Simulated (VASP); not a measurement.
# H2 in VASP: single point with PBEsol

Aim: the single point of H2 with PBEsol.

Program: VASP 6.6.1. These are calculated values, not measurements. Logs are shortened: lines on timing, memory, paths and dates and some standing lists are left out, and cuts for length are marked.

## 1. The cell of the first run

The cell holds a molecule in a box, 2 atoms: a = 9.000 Å, b = 9.500 Å, c = 10.000 Å, α = 90.00°, β = 90.00°, γ = 90.00°.

## 2. Single point, PBEsol

Input file INCAR:

```
SYSTEM = H
PREC = Accurate
ENCUT = 520
EDIFF = 1E-7
ISMEAR = 1
SIGMA = 0.02
LREAL = .FALSE.
LASPH = .TRUE.
NELM = 80
ALGO = Normal
ISIF = 2
LWAVE = .FALSE.
LCHARG = .FALSE.
GGA = PS
NBANDS = 8
```

Input file KPOINTS:

```
Automatic mesh
0
G
  1 1 1
  0 0 0
```

Input file POSCAR:

```
H
1.0
    9.0000000000      0.0000000000      0.0000000000
    0.0000000000      9.5000000000      0.0000000000
    0.0000000000      0.0000000000     10.0000000000
H
2
Direct
    0.5000000000      0.5000000000      0.4620881587
    0.5000000000      0.5000000000      0.5379118413
```

Potentials or basis: VASP PAW PBE potentials, release 64 (H).

Command:

```bash
$ cat potpaw_PBE.64/H/POTCAR > POTCAR
$ mpirun -np 1 vasp_gam > vasp.out
```

OUTCAR:

```text
SYSTEM = H
   PREC = Accurate
   ENCUT = 520
   EDIFF = 1E-7
   ISMEAR = 1
   LREAL = .FALSE.
   LASPH = .TRUE.
   NELM = 80
   ISIF = 2
   GGA = PS

 ion  position               nearest neighbor table
   1  0.500  0.500  0.462-   2 0.76
   2  0.500  0.500  0.538-   1 0.76

  LATTYP: Found a simple orthorhombic cell.
 ALAT       =     9.0000000000
 B/A-ratio  =     1.0555555556
 C/A-ratio  =     1.1111111111

  Lattice vectors:

 A1 = (   9.0000000000,   0.0000000000,   0.0000000000)
 A2 = (   0.0000000000,   9.5000000000,   0.0000000000)
 A3 = (   0.0000000000,   0.0000000000,  10.0000000000)

Analysis of symmetry for initial positions (statically):
=====================================================================
 Subroutine PRICEL returns:
 Original cell was already a primitive cell.

 Routine SETGRP: Setting up the symmetry group for a
 simple orthorhombic supercell.

 Subroutine GETGRP returns: Found  8 space group operations
 (whereof  8 operations were pure point group operations)
 out of a pool of  8 trial point group operations.

The static configuration has the point symmetry D_2h.

Analysis of symmetry for dynamics (positions and initial velocities):
=====================================================================
 Subroutine PRICEL returns:
 Original cell was already a primitive cell.

 Routine SETGRP: Setting up the symmetry group for a
 simple orthorhombic supercell.

 Subroutine GETGRP returns: Found  8 space group operations
 (whereof  8 operations were pure point group operations)
 out of a pool of  8 trial point group operations.

The dynamic configuration has the point symmetry D_2h.

 Subroutine INISYM returns: Found  8 space group operations
 (whereof  8 operations are pure point group operations),
 and found     1 'primitive' translations

----------------------------------------------------------------------------------------

                                     Primitive cell

  volume of cell :     855.0000

  direct lattice vectors                    reciprocal lattice vectors
     9.000000000  0.000000000  0.000000000     0.111111111  0.000000000  0.000000000
     0.000000000  9.500000000  0.000000000     0.000000000  0.105263158  0.000000000
     0.000000000  0.000000000 10.000000000     0.000000000  0.000000000  0.100000000

[... 53 lines left out ...]
   ISPIN  =      1    spin polarized calculation?
   LNONCOLLINEAR =      F non collinear calculations
   LSORBIT =      F    spin-orbit coupling
   LASPH  =      T    aspherical Exc in radial PAW
   ENCUT  =  520.0 eV  38.22 Ry    6.18 a.u.  16.73 17.66 18.59*2*pi/ulx,y,z
   NELM   =     80;   NELMIN=  2; NELMDL= -5     # of ELM steps
   EDIFF  = 0.1E-06   stopping-criterion for ELM
   LREAL  =      F    real-space projection
   EDIFFG = 0.1E-05   stopping-criterion for IOM
   NSW    =      0    number of steps for IOM
   IBRION =     -1    ionic relax: 0-MD 1-quasi-New 2-CG
   NFREE  =      0    steps in history (QN), initial steepest desc. (CG)
   ISIF   =      2    stress and relaxation
   ISYM   =      2    0-nonsym 1-usesym 2-fastsym
   POTIM  = 0.5000    time-step for ionic-motion
   TEBEG  =    0.0;   TEEND  =   0.0 temperature during run
   PSTRESS=    0.0 pullay stress
   NELECT =       2.0000    total number of electrons
   NUPDOWN=      -1.0000    fix difference up-down
   EMIN   =  10.00;   EMAX   =-10.00  energy-range for DOS
   EFERMI =   0.00;   METHOD = LEGACY
   ISMEAR =     1;   SIGMA  =   0.02  broadening in eV -4-tet -1-fermi 0-gaus
   EFERMI_NEDOS =   21; number of points for ismear=-14 and -15
   IALGO  =     38    algorithm
   IMIX   =      4    mixing-type and parameters
     AMIX     =   0.40;   BMIX     =  1.00
     AMIX_MAG =   1.60;   BMIX_MAG =  1.00
  volume/ion in A,a.u.               =     427.50      2884.91
  Fermi-wavevector in a.u.,A,eV,Ry     =   0.217318  0.410672  0.642565  0.047227
  Thomas-Fermi vector in A             =   0.994036
   LORBIT       =      0    0 simple, 1 ext, 2 COOP (PROOUT), +10 PAW based schemes
   GGA     = PS    functional components
   LHFCALC =     F    Hartree Fock is set to
   AEXX    =    0.0000 exact exchange contribution
   IVDW    =     0    specifies the selected vdW correction
   LEPSILON=     F    determine dielectric tensor
   LRPA    =     F    only Hartree local field effects (RPA)
 non-spin polarized calculation
 Methfessel and Paxton  Order N= 1 SIGMA  =   0.02
  energy-cutoff  :      520.00
  volume of cell :      855.00
 maximum number of plane-waves:     11510
 NGX is ok and might be reduce to    70
   NGX = 33   NGY = 35   NGZ = 37

 number of electron       2.0000001 magnetization

 Free energy of the ion-electron system (eV)
  ---------------------------------------------------
  ext. energy  EPLUGINS =         0.00000000
  ---------------------------------------------------
  free energy    TOTEN  =        -6.51229556 eV

  energy without entropy =       -6.51345514  energy(sigma->0) =       -6.51268209

 E-fermi : -10.0883     XC(G=0):  -0.4248

 val. band max:      -10.1051474261   @ k =   0.0000   0.0000   0.0000
 cond. band min:      -0.1664281196   @ k =   0.0000   0.0000   0.0000
 fundamental gap:      9.9387193066
 Fermi energy:       -10.0883097818

 k-point     1 :       0.0000    0.0000    0.0000
  band No.  band energies     occupation
      1     -10.1051      2.00000
      2      -0.1664      0.00000
      3       0.4238      0.00000
      4       1.0738      0.00000
      5       1.2074      0.00000
      6       1.3755      0.00000
      7       1.5356      0.00000
      8       1.7249      0.00000

------------------------ aborting loop because EDIFF is reached ----------------------------------------

  FORCE on cell =-STRESS in cart. coord.  units (eV):
  Direction    XX          YY          ZZ          XY          YZ          ZX
  --------------------------------------------------------------------------------------
  -------------------------------------------------------------------------------------
  Total       -0.0257315     -0.0250019     -0.0278415      0.0000000      0.0000000      0.0000000
  in kB       -0.0482180     -0.0468509     -0.0521719      0.0000000      0.0000000      0.0000000
  external PRESSURE =      -0.0490803 kB  Pullay stress =       0.0000000 kB

 VOLUME and BASIS-vectors are now :
 -----------------------------------------------------------------------------
  energy-cutoff  :      520.00
  volume of cell :      855.00
      direct lattice vectors                 reciprocal lattice vectors
     9.000000000  0.000000000  0.000000000     0.111111111  0.000000000  0.000000000
     0.000000000  9.500000000  0.000000000     0.000000000  0.105263158  0.000000000
     0.000000000  0.000000000 10.000000000     0.000000000  0.000000000  0.100000000

 POSITION                                       TOTAL-FORCE (eV/Angst)
 -----------------------------------------------------------------------------------
      4.50000      4.75000      4.62088         0.000000      0.000000     -0.004350
      4.50000      4.75000      5.37912         0.000000      0.000000      0.004350
 -----------------------------------------------------------------------------------
    total drift:                                0.000000      0.000000      0.000000

  FREE ENERGIE OF THE ION-ELECTRON SYSTEM (eV)
  ---------------------------------------------------
  free  energy   TOTEN  =        -6.5122955580 eV

  energy  without entropy=       -6.5134551391  energy(sigma->0) =       -6.51268209
```

Run time: 31 s. Hardware: 1 thread of Intel Xeon Platinum 8488C (Sapphire Rapids), shared host; peak memory 0.65 GiB.

Results:

```yaml
Free_energy: -6.5123 eV
Largest_force: 0.004 eV/Å
Gap_between_the_frontier_levels: 9.94 eV
```

Forces on the atoms (eV/Å):
```
H    0.000  0.000 -0.004
H    0.000  0.000  0.004
```

Caveat: the PAW data sets were made with another functional, which shifts forces and pressure a little.
